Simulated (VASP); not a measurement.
# KZnF3 (Pm-3m) in VASP: settings compared

KZnF3 is run at these levels: PBEsol, LDA; tasks: relaxation of cell and atoms.

Everything below comes from runs of VASP 6.6.1. Logs are shortened: lines on timing, memory, paths and dates and some standing lists are left out, and cuts for length are marked.

## Step 1: The cell of the first run

The structure is cubic, space group Pm-3m (No. 221). The conventional cell has a = 4.128 Å, b = 4.128 Å, c = 4.128 Å, α = 90.00°, β = 90.00°, γ = 90.00°. K (site symmetry m-3m) has 12 F at 2.92 Å and 8 Zn at 3.57 Å within 3.8 Å. Zn (site symmetry m-3m) has 6 F at 2.06 Å within 2.7 Å. Within 2.7 Å of F (site symmetry 4/mmm) lie 2 Zn at 2.06 Å.

## Step 2: Relaxation of cell and atoms, PBEsol

INCAR reads:

```
ALGO = Normal ; EDIFF = 1E-6
EDIFFG = -0.005 ; ENCUT = 600
GGA = PS ; IBRION = 2
ISIF = 3 ; ISMEAR = -1
LASPH = T ; LCHARG = F
LREAL = F ; LWAVE = F
NELM = 80 ; NSW = 80
PREC = Accurate ; SIGMA = 0.02
```

KPOINTS reads:

```
k-points
0
Gamma
  6 6 6
```

POSCAR reads:

```
KZnF3
1.0
    4.1275598757      0.0000000000      0.0000000000
    0.0000000000      4.1275598757      0.0000000000
    0.0000000000      0.0000000000      4.1275598757
K Zn F
1 1 3
Direct
    0.0000000000      0.0000000000      0.0000000000
    0.5000000000      0.5000000000      0.5000000000
    0.5000000000      0.5000000000      0.0000000000
    0.0000000000      0.5000000000      0.5000000000
    0.5000000000      0.0000000000      0.5000000000
```

Potentials or basis: VASP PAW PBE potentials, release 64 (K_sv, Zn, F).

On the command line:

```bash
cat potpaw_PBE.64/K_sv/POTCAR potpaw_PBE.64/Zn/POTCAR potpaw_PBE.64/F/POTCAR > POTCAR
mpirun -np 1 vasp_std > vasp.out
```

OUTCAR:

```text
EDIFF = 1E-6
   EDIFFG = -0.005
   ENCUT = 600
   GGA = PS
   IBRION = 2
   ISIF = 3
   ISMEAR = -1
   LASPH = T
   LREAL = F
   NELM = 80
   NSW = 80
   PREC = Accurate

 ion  position               nearest neighbor table
   1  0.000  0.000  0.000-
   2  0.500  0.500  0.500-   3 2.06   4 2.06   5 2.06   3 2.06   5 2.06   4 2.06
   3  0.500  0.500  0.000-   2 2.06   2 2.06
   4  0.000  0.500  0.500-   2 2.06   2 2.06
   5  0.500  0.000  0.500-   2 2.06   2 2.06

  LATTYP: Found a simple cubic cell.
 ALAT       =     4.1275598757

  Lattice vectors:

 A1 = (   4.1275598757,   0.0000000000,   0.0000000000)
 A2 = (   0.0000000000,   4.1275598757,   0.0000000000)
 A3 = (   0.0000000000,   0.0000000000,   4.1275598757)

Analysis of symmetry for initial positions (statically):
=====================================================================
 Subroutine PRICEL returns:
 Original cell was already a primitive cell.

 Routine SETGRP: Setting up the symmetry group for a
 simple cubic supercell.

 Subroutine GETGRP returns: Found 48 space group operations
 (whereof 48 operations were pure point group operations)
 out of a pool of 48 trial point group operations.

The static configuration has the point symmetry O_h .

Analysis of symmetry for dynamics (positions and initial velocities):
=====================================================================
 Subroutine PRICEL returns:
 Original cell was already a primitive cell.

 Routine SETGRP: Setting up the symmetry group for a
 simple cubic supercell.

 Subroutine GETGRP returns: Found 48 space group operations
 (whereof 48 operations were pure point group operations)
 out of a pool of 48 trial point group operations.

The dynamic configuration has the point symmetry O_h .

 Subroutine INISYM returns: Found 48 space group operations
 (whereof 48 operations are pure point group operations),
 and found     1 'primitive' translations

----------------------------------------------------------------------------------------

                                     Primitive cell

  volume of cell :      70.3202

  direct lattice vectors                    reciprocal lattice vectors
     4.127559876  0.000000000  0.000000000     0.242273893  0.000000000  0.000000000
     0.000000000  4.127559876  0.000000000     0.000000000  0.242273893  0.000000000
     0.000000000  0.000000000  4.127559876     0.000000000  0.000000000  0.242273893

  length of vectors
     4.127559876  4.127559876  4.127559876     0.242273893  0.242273893  0.242273893

  position of ions in fractional coordinates (direct lattice)
     0.000000000  0.000000000  0.000000000
     0.500000000  0.500000000  0.500000000
     0.500000000  0.500000000  0.000000000
     0.000000000  0.500000000  0.500000000
     0.500000000  0.000000000  0.500000000

  ion indices of the primitive-cell ions
   primitive index   ion index
                 1           1
                 2           2
                 3           3
                 4           4
                 5           5

----------------------------------------------------------------------------------------

 KPOINTS: k-points

Automatic generation of k-mesh.
 Grid dimensions read from file:
 generate k-points for:    6    6    6

 Generating k-lattice:

  Cartesian coordinates                     Fractional coordinates (reciprocal lattice)
     0.040378982  0.000000000  0.000000000     0.166666667  0.000000000  0.000000000
     0.000000000  0.040378982  0.000000000     0.000000000  0.166666667  0.000000000
     0.000000000  0.000000000  0.040378982     0.000000000  0.000000000  0.166666667

  Length of vectors
     0.040378982  0.040378982  0.040378982

  Shift w.r.t. Gamma in fractional coordinates (k-lattice)
     0.000000000  0.000000000  0.000000000

 Subroutine IBZKPT returns following result:
 ===========================================

 Found     20 irreducible k-points:

 Following reciprocal coordinates:
            Coordinates               Weight
  0.000000  0.000000  0.000000      1.000000
  0.166667  0.000000  0.000000      6.000000
  0.333333  0.000000  0.000000      6.000000
  0.500000  0.000000  0.000000      3.000000
  0.166667  0.166667  0.000000     12.000000
  0.333333  0.166667  0.000000     24.000000
[... 12 lines left out ...]
  0.500000  0.500000  0.333333      6.000000
  0.500000  0.500000  0.500000      1.000000
   k-points           NKPTS =     20   k-points in BZ     NKDIM =     20   number of bands    NBANDS=     25
   number of dos      NEDOS =    301   number of ions     NIONS =      5
   total plane-waves  NPLWV =  46656
   dimension x,y,z NGX =    36 NGY =   36 NGZ =   36
   dimension x,y,z NGXF=    72 NGYF=   72 NGZF=   72
   ions per type =               1   1   3
   NGX,Y,Z   is equivalent  to a cutoff of  14.50, 14.50, 14.50 a.u.
   NGXF,Y,Z  is equivalent  to a cutoff of  29.00, 29.00, 29.00 a.u.
 SYSTEM =  unknown system
   PREC   = accura    normal or accurate (medium, high low for compatibility)
   ISTART =      0    job   : 0-new  1-cont  2-samecut
   ICHARG =      2    charge: 1-file 2-atom 10-const
   ISPIN  =      1    spin polarized calculation?
   LNONCOLLINEAR =      F non collinear calculations
   LSORBIT =      F    spin-orbit coupling
   LASPH  =      T    aspherical Exc in radial PAW
   ENCUT  =  600.0 eV  44.10 Ry    6.64 a.u.   8.24  8.24  8.24*2*pi/ulx,y,z
   NELM   =     80;   NELMIN=  2; NELMDL= -5     # of ELM steps
   EDIFF  = 0.1E-05   stopping-criterion for ELM
   LREAL  =      F    real-space projection
   EDIFFG = -.5E-02   stopping-criterion for IOM
   NSW    =     80    number of steps for IOM
   IBRION =      2    ionic relax: 0-MD 1-quasi-New 2-CG
   NFREE  =      1    steps in history (QN), initial steepest desc. (CG)
   ISIF   =      3    stress and relaxation
   ISYM   =      2    0-nonsym 1-usesym 2-fastsym
   POTIM  = 0.5000    time-step for ionic-motion
   TEBEG  =    0.0;   TEEND  =   0.0 temperature during run
   PSTRESS=    0.0 pullay stress
   NELECT =      42.0000    total number of electrons
   NUPDOWN=      -1.0000    fix difference up-down
   EMIN   =  10.00;   EMAX   =-10.00  energy-range for DOS
   EFERMI =   0.00;   METHOD = LEGACY
   ISMEAR =    -1;   SIGMA  =   0.02  broadening in eV -4-tet -1-fermi 0-gaus
   EFERMI_NEDOS =   21; number of points for ismear=-14 and -15
   IALGO  =     38    algorithm
   IMIX   =      4    mixing-type and parameters
     AMIX     =   0.40;   BMIX     =  1.00
     AMIX_MAG =   1.60;   BMIX_MAG =  1.00
  volume/ion in A,a.u.               =      14.06        94.91
  Fermi-wavevector in a.u.,A,eV,Ry     =   1.378683  2.605334 25.861517  1.900768
  Thomas-Fermi vector in A             =   2.503722
   LORBIT       =      0    0 simple, 1 ext, 2 COOP (PROOUT), +10 PAW based schemes
   GGA     = PS    functional components
   LHFCALC =     F    Hartree Fock is set to
   AEXX    =    0.0000 exact exchange contribution
   IVDW    =     0    specifies the selected vdW correction
   LEPSILON=     F    determine dielectric tensor
   LRPA    =     F    only Hartree local field effects (RPA)
 conjugate gradient relaxation of ions
 non-spin polarized calculation
  energy-cutoff  :      600.00
  volume of cell :       70.32
 maximum number of plane-waves:      2364
 NGX is ok and might be reduce to    36
   NGX = 17   NGY = 17   NGZ = 17

--------------------------------------- Ionic step        1  -------------------------------------------

 number of electron      41.9999979 magnetization

 Free energy of the ion-electron system (eV)
  ---------------------------------------------------
  ext. energy  EPLUGINS =         0.00000000
  ---------------------------------------------------
  free energy    TOTEN  =       -21.31259320 eV

  energy without entropy =      -21.31259320  energy(sigma->0) =      -21.31259320

 E-fermi :  -0.9703     XC(G=0):  -9.8365

 val. band max:       -1.4449350636   @ k =   0.5000   0.5000   0.5000
 cond. band min:       2.0584906107   @ k =   0.0000   0.0000   0.0000
 fundamental gap:      3.5034256743
 Fermi energy:        -0.9703043366

 k-point     1 :       0.0000    0.0000    0.0000
  band No.  band energies     occupation
      1     -28.1550      2.00000
      2     -22.4868      2.00000
      3     -21.9186      2.00000
      4     -21.9186      2.00000
      5     -11.7030      2.00000
      6     -11.7030      2.00000
[... 17 lines left out ...]
     24       7.3868      0.00000
     25       7.6722      0.00000

 k-point     2 :       0.1667    0.0000    0.0000
  band No.  band energies     occupation
      1     -28.1508      2.00000
      2     -22.4563      2.00000
      3     -21.9455      2.00000
      4     -21.9172      2.00000
      5     -11.7049      2.00000
      6     -11.6939      2.00000
[... 17 lines left out ...]
     24       7.5991      0.00000
     25       8.0028      0.00000
[... 546 lines left out ...]
  FORCE on cell =-STRESS in cart. coord.  units (eV):
  Direction    XX          YY          ZZ          XY          YZ          ZX
  --------------------------------------------------------------------------------------
  -------------------------------------------------------------------------------------
  Total       -0.2057759     -0.2057759     -0.2057759      0.0000000     -0.0000000      0.0000000
  in kB       -4.9111594     -4.9111594     -4.9111594      0.0000000     -0.0000000      0.0000000
  external PRESSURE =      -4.9111594 kB  Pullay stress =       0.0000000 kB

 VOLUME and BASIS-vectors are now :
 -----------------------------------------------------------------------------
  energy-cutoff  :      600.00
  volume of cell :       67.13
      direct lattice vectors                 reciprocal lattice vectors
     4.064187207 -0.000000000 -0.000000000     0.246051658  0.000000000 -0.000000000
    -0.000000000  4.064187207 -0.000000000     0.000000000  0.246051658 -0.000000000
     0.000000000  0.000000000  4.064187207     0.000000000  0.000000000  0.246051658

 POSITION                                       TOTAL-FORCE (eV/Angst)
 -----------------------------------------------------------------------------------
      0.00000      0.00000      0.00000        -0.000000     -0.000000      0.000000
      2.03209      2.03209      2.03209         0.000000      0.000000      0.000000
      2.03209      2.03209     -0.00000        -0.000000     -0.000000      0.000000
      0.00000      2.03209      2.03209        -0.000000      0.000000      0.000000
      2.03209      0.00000      2.03209         0.000000      0.000000      0.000000
 -----------------------------------------------------------------------------------
    total drift:                                0.000000      0.000000      0.000000

  FREE ENERGIE OF THE ION-ELECTRON SYSTEM (eV)
  ---------------------------------------------------
  free  energy   TOTEN  =       -21.3554885931 eV

  energy  without entropy=      -21.3554885931  energy(sigma->0) =      -21.35548859

--------------------------------------- Ionic step        3  -------------------------------------------

 number of electron      41.9999964 magnetization

 Free energy of the ion-electron system (eV)
  ---------------------------------------------------
  ext. energy  EPLUGINS =         0.00000000
  ---------------------------------------------------
  free energy    TOTEN  =       -21.35606819 eV

  energy without entropy =      -21.35606819  energy(sigma->0) =      -21.35606819

 E-fermi :  -0.3853     XC(G=0): -10.1153

 val. band max:       -0.9287738132   @ k =   0.5000   0.5000   0.5000
 cond. band min:       2.6996286766   @ k =   0.0000   0.0000   0.0000
 fundamental gap:      3.6284024898
 Fermi energy:        -0.3853137806

 k-point     1 :       0.0000    0.0000    0.0000
  band No.  band energies     occupation
      1     -27.8089      2.00000
      2     -22.3975      2.00000
      3     -21.7596      2.00000
      4     -21.7596      2.00000
      5     -11.3659      2.00000
      6     -11.3659      2.00000
[... 17 lines left out ...]
     24       7.6825      0.00000
     25       8.3044      0.00000

 k-point     2 :       0.1667    0.0000    0.0000
  band No.  band energies     occupation
      1     -27.8033      2.00000
      2     -22.3646      2.00000
      3     -21.7898      2.00000
      4     -21.7578      2.00000
      5     -11.3653      2.00000
      6     -11.3542      2.00000
[... 17 lines left out ...]
     24       7.9099      0.00000
     25       8.5942      0.00000
[... 507 lines left out ...]
  FORCE on cell =-STRESS in cart. coord.  units (eV):
  Direction    XX          YY          ZZ          XY          YZ          ZX
  --------------------------------------------------------------------------------------
  -------------------------------------------------------------------------------------
  Total        0.0093266      0.0093266      0.0093266      0.0000000     -0.0000000      0.0000000
  in kB        0.2239334      0.2239334      0.2239334      0.0000000     -0.0000000      0.0000000
  external PRESSURE =       0.2239334 kB  Pullay stress =       0.0000000 kB

 VOLUME and BASIS-vectors are now :
 -----------------------------------------------------------------------------
  energy-cutoff  :      600.00
  volume of cell :       66.73
      direct lattice vectors                 reciprocal lattice vectors
     4.056073247 -0.000000000 -0.000000000     0.246543871  0.000000000 -0.000000000
    -0.000000000  4.056073247 -0.000000000     0.000000000  0.246543871 -0.000000000
     0.000000000  0.000000000  4.056073247     0.000000000  0.000000000  0.246543871

 POSITION                                       TOTAL-FORCE (eV/Angst)
 -----------------------------------------------------------------------------------
      0.00000      0.00000      0.00000        -0.000000     -0.000000      0.000000
      2.02804      2.02804      2.02804         0.000000      0.000000      0.000000
      2.02804      2.02804     -0.00000        -0.000000     -0.000000      0.000000
      0.00000      2.02804      2.02804        -0.000000      0.000000      0.000000
      2.02804      0.00000      2.02804         0.000000      0.000000      0.000000
 -----------------------------------------------------------------------------------
    total drift:                                0.000000      0.000000      0.000000

  FREE ENERGIE OF THE ION-ELECTRON SYSTEM (eV)
  ---------------------------------------------------
  free  energy   TOTEN  =       -21.3560681865 eV

  energy  without entropy=      -21.3560681865  energy(sigma->0) =      -21.35606819

 reached required accuracy - stopping structural energy minimisation
```

Wall time 52 s (1 thread of Intel Xeon 6975P-C (Granite Rapids), shared host); peak memory 0.23 GiB.

Results:

* Free energy: -21.3561 eV
* Relaxed volume: 13.35 Å³/atom
* Relaxed cell: a = 4.056 Å, b = 4.056 Å, c = 4.056 Å, α = 90.00°, β = 90.00°, γ = 90.00°
* Space group after relaxing (to 0.05 Å): Pm-3m (No. 221)
* Energy gained by relaxing: 8.7 meV/atom
* Ionic steps: 3
* Pressure after relaxing: 0.0 GPa
* Band gap on the k mesh: 3.63 eV, indirect (least direct gap 5.46 eV)

Step by step:
```csv
step,energy change (eV),largest force (eV/Å),pressure (GPa),volume (Å³)
1,0.0000,0.0000,-3.63,70.32
2,-0.0429,0.0000,-0.49,67.13
3,-0.0435,0.0000,0.02,66.73
```

Final structure:
```xyz
5
Lattice="4.0561 0.0000 0.0000 0.0000 4.0561 0.0000 0.0000 0.0000 4.0561" Properties=species:S:1:pos:R:3 pbc="T T T"
K     0.0000    0.0000    0.0000
Zn    2.0280    2.0280    2.0280
F     2.0280    2.0280    0.0000
F     0.0000    2.0280    2.0280
F     2.0280    0.0000    2.0280
```

Caveat: the PAW data sets were made with another functional, which shifts forces and pressure a little. As with any semilocal functional, this PBEsol gap is likely too small.

## Step 3: Relaxation of cell and atoms, LDA

INCAR reads:

```
ALGO = Normal
EDIFF = 1E-7
EDIFFG = -0.005
ENCUT = 600
GGA = CA
IBRION = 2
ISIF = 3
ISMEAR = -1
LASPH = True
LCHARG = False
LREAL = False
LWAVE = False
NELM = 80
NSW = 80
PREC = Accurate
SIGMA = 0.02
```

KPOINTS is that of step 2.

POSCAR is that of step 2.

Potentials or basis: VASP PAW LDA potentials, release 64 (K_sv, Zn, F).

On the command line:

```bash
cat potpaw_LDA.64/K_sv/POTCAR potpaw_LDA.64/Zn/POTCAR potpaw_LDA.64/F/POTCAR > POTCAR
mpirun -np 1 vasp_std > vasp.out
```

Run time: 53 s. Hardware: 1 thread of Intel Xeon 6975P-C (Granite Rapids), shared host; peak memory 0.21 GiB.

It converged, with:

```yaml
Free_energy: -23.1327 eV
Relaxed_volume: 12.59 Å³/atom
Relaxed_cell: a = 3.978 Å, b = 3.978 Å, c = 3.978 Å, α = 90.00°, β = 90.00°, γ = 90.00°
Space_group_after_relaxing_to_0.05_Å: Pm-3m (No. 221)
Energy_gained_by_relaxing: 41.8 meV/atom
Ionic_steps: 3
Pressure_after_relaxing: 0.0 GPa
Band_gap_on_the_k_mesh: 3.74 eV, indirect (least direct gap 5.86 eV)
```

The path:
| step | energy change (eV) | largest force (eV/Å) | pressure (GPa) | volume (Å³) |
| --- | --- | --- | --- | --- |
| 1 | 0.0000 | 0.0000 | -8.18 | 70.32 |
| 2 | -0.2086 | 0.0000 | -0.50 | 63.27 |
| 3 | -0.2091 | 0.0000 | 0.03 | 62.94 |

Final structure:
```xyz
5
Lattice="3.9779 0.0000 0.0000 0.0000 3.9779 0.0000 0.0000 0.0000 3.9779" Properties=species:S:1:pos:R:3 pbc="T T T"
K     0.0000    0.0000    0.0000
Zn    1.9889    1.9889    1.9889
F     1.9889    1.9889    0.0000
F     0.0000    1.9889    1.9889
F     1.9889    0.0000    1.9889
```

Levels at points of the mesh, in eV from the valence-band top:
| k point | band 18 | band 19 | band 20 | band 21 | band 22 | band 23 | band 24 | band 25 |
| --- | --- | --- | --- | --- | --- | --- | --- | --- |
| (0.00, 0.00, 0.00) | -2.38 | -2.12 | -2.12 | -2.12 | 3.74 | 8.23 | 8.23 | 9.19 |
| (0.50, 0.00, 0.00) | -2.34 | -1.90 | -1.90 | -1.66 | 6.68 | 8.08 | 9.29 | 10.92 |
| (0.50, 0.50, 0.00) | -2.00 | -2.00 | -1.76 | 0.00 | 8.09 | 9.88 | 10.07 | 10.07 |
| (0.50, 0.50, 0.50) | -1.73 | -1.73 | 0.00 | 0.00 | 8.14 | 8.14 | 8.14 | 10.48 |

Caveat: the volume moved by -10 % from the deposited cell, more than functionals usually miss.
